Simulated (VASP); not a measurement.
Crystal: Sb.

```
Sb
1.0
     3.12240    0.00000    0.00000
     0.00000    4.34752    0.00000
    -0.03891    0.00000    4.40585
Sb
2
Direct
  0.01139 0.25000 0.24117
  0.98861 0.75000 0.75883
```

Base run:

* Program: VASP 6.6.1
* Functional: PBEsol
* Potentials or basis: VASP PAW PBE potentials, release 64 (Sb)
* Cutoff: 520 eV
* k mesh: 9 × 6 × 6
* Occupations: fermi-dirac, width 0.05 eV
* Spin: no spin polarisation

Its results: band gap on the k mesh zero (bands 5 and 6 overlap by 8.33 eV); pressure -2.1 GPa; largest force 0.054 eV/Å.

Q: The run is repeated on the same cell with these changes: functional from PBEsol to r2SCAN. What comes out?

A: Band gap on the k mesh zero (bands 5 and 6 overlap by 8.84 eV); pressure -0.8 GPa; largest force 0.048 eV/Å.

Caveats: the PAW data sets were made with another functional, which shifts forces and pressure a little; spin-orbit coupling is left out, which moves the levels of the heavy elements.
